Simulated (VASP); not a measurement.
Here is a VASP 6.6.1 calculation.

Contents of INCAR:

```
SYSTEM = PtWC3
ALGO = Fast
EDIFF = 1E-6
ENCUT = 520
GGA = PE
ISIF = 2
ISMEAR = 0
LASPH = .TRUE.
LCHARG = .FALSE.
LREAL = .FALSE.
LWAVE = .FALSE.
NBANDS = 26
NELM = 100
PREC = Accurate
SIGMA = 0.1
```

KPOINTS

```
k-points
0
G
  10 10 10
  0 0 0
```

Contents of POSCAR:

```
PtWC3
1.0
    3.9300892716      0.0000000000      0.0000000000
    0.0000000000      3.9300892716      0.0000000000
    0.0000000000      0.0000000000      3.9300892716
Pt W C
1 1 3
Direct
    0.5000000000      0.5000000000      0.5000000000
    0.0000000000      0.0000000000      0.0000000000
    0.0000000000      0.5000000000      0.5000000000
    0.5000000000      0.0000000000      0.5000000000
    0.5000000000      0.5000000000      0.0000000000
```

Potentials or basis: VASP PAW PBE potentials, release 64 (Pt, W_sv, C).

Launch:

```bash
$ cat potpaw_PBE.64/Pt/POTCAR potpaw_PBE.64/W_sv/POTCAR potpaw_PBE.64/C/POTCAR > POTCAR
$ mpirun -np 1 vasp_std > vasp.out
```

Estimate the pressure.

0.1 GPa.

What does it give for the band gap on the k mesh?

Zero (bands 18 and 19 overlap by 0.97 eV).

Caveat: spin-orbit coupling is left out, which moves the levels of the heavy elements.
